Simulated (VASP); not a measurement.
Set up this calculation in VASP 6.6.1, as the native input.

| Quantity | Value |
| --- | --- |
| Task | single point |
| Functional | r2SCAN |
| Potentials or basis | VASP PAW PBE potentials, release 64 (Mg) |
| Cutoff | 520 eV |
| k mesh | 18 × 18 × 10 |
| Occupations | fermi-dirac, width 0.1 eV |
| Spin | no spin polarisation |
| Dipole correction | no |
| Further INCAR settings | ALGO = Normal; EDIFF = 1e-06; NBANDS = 9 |

Mg:

```
Mg
1.0
     2.90332    0.00000    0.00000
    -1.45166    2.51435    0.00000
     0.00000    0.00000    4.69039
Mg
2
Direct
  0.33333 0.66667 0.25000
  0.66667 0.33333 0.75000
```

The input as run:

POSCAR

```
Mg
1.0
    2.9033178538      0.0000000000      0.0000000000
   -1.4516589269      2.5143470167      0.0000000000
    0.0000000000      0.0000000000      4.6903886303
Mg
2
Direct
    0.3333333333      0.6666666667      0.2500000000
    0.6666666667      0.3333333333      0.7500000000
```

INCAR.step1

```
ALGO = Normal
EDIFF = 1E-4
ENCUT = 520
GGA = PE
ISMEAR = -1
LASPH = True
LCHARG = False
LREAL = False
LWAVE = True
NBANDS = 9
NELM = 100
PREC = Accurate
SIGMA = 0.1
```

INCAR.step2

```
ALGO = Normal
EDIFF = 1E-6
ENCUT = 520
ISIF = 2
ISMEAR = -1
ISTART = 1
LASPH = True
LCHARG = True
LELF = True
LMIXTAU = True
LREAL = False
LVHAR = True
LWAVE = False
METAGGA = R2SCAN
NBANDS = 9
NELM = 100
PREC = Accurate
SIGMA = 0.1
```

KPOINTS

```
k-points
0
Gamma
  18 18 10
```

Potentials or basis: VASP PAW PBE potentials, release 64 (Mg).

Launch:

```bash
$ cat potpaw_PBE.64/Mg/POTCAR > POTCAR
$ cp INCAR.step1 INCAR
$ mpirun -np 1 vasp_std > vasp.out
$ cp INCAR.step2 INCAR
$ mpirun -np 1 vasp_std > vasp.out
```

It gave:

The pressure is 18.3 GPa. The band gap on the k mesh is zero (bands 2 and 3 overlap by 2.11 eV).

Caveat: the cell stands under pressure; the PAW data sets were made with another functional, which shifts forces and pressure a little.

Run time: 3.1 min on 1 thread of Oxide Virtual Turin-like Processor (shared host), peak memory 0.18 GiB.
